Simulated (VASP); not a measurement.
Crystal: BiTe.

```
CELL_PARAMETERS angstrom
0.00000 3.23500 3.23500
3.23500 0.00000 3.23500
3.23500 3.23500 0.00000
ATOMIC_POSITIONS crystal
Bi 0.00000 0.00000 0.00000
Te 0.50000 0.50000 0.50000
```

Base run:

```yaml
Program: VASP 6.6.1
Functional: PBE
Potentials_or_basis: VASP PAW PBE potentials, release 64 (Bi_d, Te)
Cutoff: 520 eV
k_mesh: 12 × 12 × 12
Occupations: gaussian, width 0.1 eV
Spin: no spin polarisation
```

Its results: band gap on the k mesh zero (an odd number of electrons rules out a gap without spin polarisation); pressure 0.7 GPa.

Q: The run is repeated on the same cell with these changes: k mesh from 12 × 12 × 12 to 2 × 2 × 2. What comes out?

A: Band gap on the k mesh zero (an odd number of electrons rules out a gap without spin polarisation); pressure 6.3 GPa.

Caveats: some runs use coarse meshes; spin-orbit coupling is left out, which moves the levels of the heavy elements.
